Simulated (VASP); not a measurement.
# La2Ga4Cu (I4/mmm) in VASP: notebook, part 2 of 2

VASP 6.6.1.

## Step 3: Relaxation of cell and atoms, PBEsol

This run uses another cell than the first one, of 21.52 Å³/atom.

The input, INCAR:

```
SYSTEM = La2Ga4Cu
PREC = Accurate ; ENCUT = 600
EDIFF = 1E-7 ; ISMEAR = -1
SIGMA = 0.1 ; LREAL = .False.
LASPH = .True. ; NELM = 100
ALGO = Normal ; ISIF = 3
LWAVE = .False. ; LCHARG = .False.
GGA = PS ; IBRION = 2
NSW = 60 ; EDIFFG = -0.01
```

The input, KPOINTS:

```
regular mesh
0
Gamma
  4 4 4
  0 0 0
```

The input, POSCAR:

```
La2Ga4Cu
1.0
    0.0000000000      4.5915620000      0.0000000000
    4.5915620000      0.0000000000      0.0000000000
    2.2957810000      2.2957810000     -7.1449460000
La Cu Ga
2 1 4
Direct
    0.3510000000      0.3510000000      0.2980000000
    0.6490000000      0.6490000000      0.7020000000
    0.0000000000      0.0000000000      0.0000000000
    0.5000000000      0.0000000000      0.0000000000
    0.0000000000      0.5000000000      0.0000000000
    0.7500000000      0.2500000000      0.5000000000
    0.2500000000      0.7500000000      0.5000000000
```

Potentials or basis: VASP PAW PBE potentials, release 64 (La, Cu, Ga_d).

The run is started by

```bash
$ cat potpaw_PBE.64/La/POTCAR potpaw_PBE.64/Cu/POTCAR potpaw_PBE.64/Ga_d/POTCAR > POTCAR
$ mpirun -np 1 vasp_std > vasp.out
```

OUTCAR:

```text
SYSTEM = La2Ga4Cu
   PREC = Accurate
   ENCUT = 600
   EDIFF = 1E-7
   ISMEAR = -1
   LREAL = .False.
   LASPH = .True.
   NELM = 100
   ISIF = 3
   GGA = PS
   IBRION = 2
   NSW = 60
   EDIFFG = -0.01

 ion  position               nearest neighbor table
   1  0.351  0.351  0.298-   6 2.71   7 2.71   7 2.71   6 2.71   5 3.13   4 3.13   4 3.13   5 3.13

   2  0.649  0.649  0.702-   7 2.71   6 2.71   6 2.71   7 2.71   4 3.13   5 3.13   4 3.13   5 3.13

   3  0.000  0.000  0.000-   4 2.30   5 2.30   5 2.30   4 2.30
   4  0.500  0.000  0.000-   3 2.30   3 2.30   2 3.13   2 3.13   1 3.13   1 3.13
   5  0.000  0.500  0.000-   3 2.30   3 2.30   2 3.13   2 3.13   1 3.13   1 3.13
   6  0.750  0.250  0.500-   1 2.71   1 2.71   2 2.71   2 2.71
   7  0.250  0.750  0.500-   1 2.71   1 2.71   2 2.71   2 2.71

  LATTYP: Found a body centered tetragonal cell.
 ALAT       =     4.5915620000
 C/A-ratio  =     3.1122071313

  Lattice vectors:

 A1 = (  -2.2957810000,   2.2957810000,   7.1449460000)
 A2 = (   2.2957810000,  -2.2957810000,   7.1449460000)
 A3 = (   2.2957810000,   2.2957810000,  -7.1449460000)

Analysis of symmetry for initial positions (statically):
=====================================================================
 Subroutine PRICEL returns:
 Original cell was already a primitive cell.

 Routine SETGRP: Setting up the symmetry group for a
 body centered tetragonal supercell.

 Subroutine GETGRP returns: Found 16 space group operations
 (whereof 16 operations were pure point group operations)
 out of a pool of 16 trial point group operations.

The static configuration has the point symmetry D_4h.

Analysis of symmetry for dynamics (positions and initial velocities):
=====================================================================
 Subroutine PRICEL returns:
 Original cell was already a primitive cell.

 Routine SETGRP: Setting up the symmetry group for a
 body centered tetragonal supercell.

 Subroutine GETGRP returns: Found 16 space group operations
 (whereof 16 operations were pure point group operations)
 out of a pool of 16 trial point group operations.

The dynamic configuration has the point symmetry D_4h.

 Subroutine INISYM returns: Found 16 space group operations
 (whereof 16 operations are pure point group operations),
 and found     1 'primitive' translations

----------------------------------------------------------------------------------------

                                     Primitive cell

  volume of cell :     150.6329

  direct lattice vectors                    reciprocal lattice vectors
     0.000000000  4.591562000  0.000000000     0.000000000  0.217790808  0.069979535
     4.591562000  0.000000000  0.000000000     0.217790808  0.000000000  0.069979535
     2.295781000  2.295781000 -7.144946000     0.000000000  0.000000000 -0.139959070

  length of vectors
     4.591562000  4.591562000  7.848023582     0.228757451  0.228757451  0.139959070

  position of ions in fractional coordinates (direct lattice)
     0.351000000  0.351000000  0.298000000
     0.649000000  0.649000000  0.702000000
     0.000000000  0.000000000  0.000000000
     0.500000000  0.000000000  0.000000000
     0.000000000  0.500000000  0.000000000
     0.750000000  0.250000000  0.500000000
     0.250000000  0.750000000  0.500000000

  ion indices of the primitive-cell ions
   primitive index   ion index
                 1           1
                 2           2
                 3           3
                 4           4
[... 56 lines left out ...]
   ICHARG =      2    charge: 1-file 2-atom 10-const
   ISPIN  =      1    spin polarized calculation?
   LNONCOLLINEAR =      F non collinear calculations
   LSORBIT =      F    spin-orbit coupling
   LASPH  =      T    aspherical Exc in radial PAW
   ENCUT  =  600.0 eV  44.10 Ry    6.64 a.u.   9.17  9.17 15.67*2*pi/ulx,y,z
   NELM   =    100;   NELMIN=  2; NELMDL= -5     # of ELM steps
   EDIFF  = 0.1E-06   stopping-criterion for ELM
   LREAL  =      F    real-space projection
   EDIFFG = -.1E-01   stopping-criterion for IOM
   NSW    =     60    number of steps for IOM
   IBRION =      2    ionic relax: 0-MD 1-quasi-New 2-CG
   NFREE  =      1    steps in history (QN), initial steepest desc. (CG)
   ISIF   =      3    stress and relaxation
   ISYM   =      2    0-nonsym 1-usesym 2-fastsym
   POTIM  = 0.5000    time-step for ionic-motion
   TEBEG  =    0.0;   TEEND  =   0.0 temperature during run
   PSTRESS=    0.0 pullay stress
   NELECT =      85.0000    total number of electrons
   NUPDOWN=      -1.0000    fix difference up-down
   EMIN   =  10.00;   EMAX   =-10.00  energy-range for DOS
   EFERMI =   0.00;   METHOD = LEGACY
   ISMEAR =    -1;   SIGMA  =   0.10  broadening in eV -4-tet -1-fermi 0-gaus
   EFERMI_NEDOS =   21; number of points for ismear=-14 and -15
   IALGO  =     38    algorithm
   IMIX   =      4    mixing-type and parameters
     AMIX     =   0.40;   BMIX     =  1.00
     AMIX_MAG =   1.60;   BMIX_MAG =  1.00
  volume/ion in A,a.u.               =      21.52       145.22
  Fermi-wavevector in a.u.,A,eV,Ry     =   1.352824  2.556466 24.900455  1.830132
  Thomas-Fermi vector in A             =   2.480130
   LORBIT       =      0    0 simple, 1 ext, 2 COOP (PROOUT), +10 PAW based schemes
   GGA     = PS    functional components
   LHFCALC =     F    Hartree Fock is set to
   AEXX    =    0.0000 exact exchange contribution
   IVDW    =     0    specifies the selected vdW correction
   LEPSILON=     F    determine dielectric tensor
   LRPA    =     F    only Hartree local field effects (RPA)
 conjugate gradient relaxation of ions
 non-spin polarized calculation
  energy-cutoff  :      600.00
  volume of cell :      150.63
 maximum number of plane-waves:      5045
 NGX is ok and might be reduce to    40
   NGX = 19   NGY = 19   NGZ = 31

--------------------------------------- Ionic step        1  -------------------------------------------

 number of electron      84.9999997 magnetization

 Free energy of the ion-electron system (eV)
  ---------------------------------------------------
  ext. energy  EPLUGINS =         0.00000000
  ---------------------------------------------------
  free energy    TOTEN  =       -27.80194187 eV

  energy without entropy =      -27.68711405  energy(sigma->0) =      -27.74452796

------------------------ aborting loop because EDIFF is reached ----------------------------------------

  FORCE on cell =-STRESS in cart. coord.  units (eV):
  Direction    XX          YY          ZZ          XY          YZ          ZX
  --------------------------------------------------------------------------------------
  -------------------------------------------------------------------------------------
  Total       10.8569121     10.8569121      8.5355548      0.0000000      0.0000000      0.0000000
  in kB      115.4774134    115.4774134     90.7867525      0.0000000      0.0000000      0.0000000
  external PRESSURE =     107.2471931 kB  Pullay stress =       0.0000000 kB
[... 28 lines left out ...]
--------------------------------------- Ionic step        2  -------------------------------------------

 number of electron      84.9999981 magnetization

 E-fermi :   4.9821     XC(G=0):  -9.8844

 val. band max:        4.9793414346   @ k =   0.2500   0.2500   0.0000
 cond. band min:       4.9853107408   @ k =   0.5000   0.2500   0.0000
 fundamental gap:      0.0059693062
 Fermi energy:         4.9820781572

 k-point     1 :       0.0000    0.0000    0.0000
  band No.  band energies     occupation
      1     -27.5935      2.00000
      2     -27.5771      2.00000
      3     -11.5899      2.00000
      4     -11.4151      2.00000
      5     -11.4151      2.00000
      6     -11.4053      2.00000
[... 766 lines left out ...]
  FREE ENERGIE OF THE ION-ELECTRON SYSTEM (eV)
  ---------------------------------------------------
  free  energy   TOTEN  =       -28.8357473509 eV

  energy  without entropy=      -28.6854542431  energy(sigma->0) =      -28.76060080

[... ionic steps 4 to 12 ...]

--------------------------------------- Ionic step       13  -------------------------------------------

 number of electron      85.0000008 magnetization

------------------------ aborting loop because EDIFF is reached ----------------------------------------
[... 77 lines left out ...]
--------------------------------------- Ionic step       15  -------------------------------------------

 number of electron      85.0000009 magnetization

 Free energy of the ion-electron system (eV)
  ---------------------------------------------------
  ext. energy  EPLUGINS =         0.00000000
  ---------------------------------------------------
  free energy    TOTEN  =       -29.14802873 eV

  energy without entropy =      -29.01953145  energy(sigma->0) =      -29.08378009

 E-fermi :   5.5524     XC(G=0): -10.1546

 val. band max:        5.4956566393   @ k =  -0.2500  -0.2500   0.2500
 cond. band min:       5.6590647490   @ k =   0.5000   0.0000   0.2500
 fundamental gap:      0.1634081097
 Fermi energy:         5.5524360738

 k-point     1 :       0.0000    0.0000    0.0000
  band No.  band energies     occupation
      1     -26.9338      2.00000
      2     -26.9201      2.00000
      3     -11.0581      2.00000
      4     -10.7683      2.00000
      5     -10.7004      2.00000
      6     -10.7004      2.00000
[... 725 lines left out ...]
  FREE ENERGIE OF THE ION-ELECTRON SYSTEM (eV)
  ---------------------------------------------------
  free  energy   TOTEN  =       -29.1480287322 eV

  energy  without entropy=      -29.0195314533  energy(sigma->0) =      -29.08378009

 reached required accuracy - stopping structural energy minimisation
```

It took 22 min on 1 thread of AMD EPYC 9R45 (Zen 5), shared host; peak memory 0.39 GiB.

Results:

| Property | Result |
| --- | --- |
| Free energy | -29.1480 eV |
| Relaxed volume | 24.67 Å³/atom |
| Relaxed cell | a = 4.593 Å, b = 4.593 Å, c = 8.806 Å, α = 74.88°, β = 74.88°, γ = 90.00° |
| Space group after relaxing (to 0.1 Å) | I4/mmm (No. 139) |
| Energy gained by relaxing | 192.3 meV/atom |
| Ionic steps | 15 |
| Pressure after relaxing | 0.0 GPa |
| Largest force after relaxing | 0.004 eV/Å |
| Band gap on the k mesh | zero (an odd number of electrons rules out a gap without spin polarisation) |

Forces on the atoms (eV/Å):
```
La   0.000  0.000 -0.004
La   0.000  0.000  0.004
Cu   0.000  0.000  0.000
Ga   0.000  0.000  0.000
Ga   0.000  0.000  0.000
Ga   0.000  0.000  0.000
Ga   0.000  0.000  0.000
```

Step by step:
```
step  energy change (eV)  largest force (eV/Å)  pressure (GPa)  volume (Å³)
   1              0.0000                3.0226           10.72       150.63
   2             -0.9589                0.7103           -3.52       184.25
   3             -1.0338                1.0516           -1.27       175.60
   4             -1.1586                0.6958           -0.57       172.62
   5             -1.2380                0.0605            0.91       168.14
   6             -1.2747                0.0896            0.00       171.13
   7             -1.2856                0.2454           -0.92       174.54
   8             -1.3116                0.2678           -0.63       173.95
   9             -1.3325                0.3196            0.15       172.49
  10             -1.3329                0.3132            0.05       172.67
  11             -1.3414                0.1846           -0.04       172.86
  12             -1.3459                0.0082           -0.14       173.14
  13             -1.3459                0.0074           -0.13       173.11
  14             -1.3460                0.0006            0.08       172.42
  15             -1.3461                0.0035           -0.01       172.69
```

Final structure:
```yaml
crystal:
  lattice:
    - [0.00000, 4.59331, 0.00000]
    - [4.59331, 0.00000, 0.00000]
    - [2.29666, 2.29666, -8.18482]
  atoms:
    - { symbol: La, position: [0.37093, 0.37093, 0.25814] }
    - { symbol: La, position: [0.62907, 0.62907, 0.74186] }
    - { symbol: Cu, position: [0.00000, 0.00000, 0.00000] }
    - { symbol: Ga, position: [0.50000, 0.00000, 0.00000] }
    - { symbol: Ga, position: [0.00000, 0.50000, 0.00000] }
    - { symbol: Ga, position: [0.75000, 0.25000, 0.50000] }
    - { symbol: Ga, position: [0.25000, 0.75000, 0.50000] }
```

Caveat: the PAW data sets were made with another functional, which shifts forces and pressure a little; spin-orbit coupling is left out, which moves the levels of the heavy elements.
